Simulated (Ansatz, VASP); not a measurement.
# HgTe: VASP beside Ansatz

```
Hg Te
1.0
     0.00000    3.21272    3.21272
     3.21272    0.00000    3.21272
     3.21272    3.21272    0.00000
Hg Te
1 1
Direct
  0.00000 0.00000 0.00000
  0.75000 0.75000 0.75000
```

Change from the starting cell: volume scaled by 0.99, crystal datasets.

Alike in both runs: task electric field gradients; functional PBEsol; k mesh 9 × 9 × 9; occupations fermi-dirac, width 0.05 eV; no spin polarisation.

|  | VASP | Ansatz |
| --- | --- | --- |
| version | VASP 6.6.1 | Ansatz 0.2.0 |
| potentials or method | VASP PAW PBE potentials, release 64 (Hg, Te), cutoff 520 eV | all-electron PAW with datasets made for the crystal, scalar-relativistic |

VASP gave:

```
pressure (GPa) : 2.0
```

Question: Which values does Ansatz return?

Answer: Pressure (GPa): 1.8.

VASP's potentials were made for PBE, not for PBEsol. Ansatz ran all-electron here, and VASP with PAW potentials.

Neither program's run includes spin-orbit coupling.
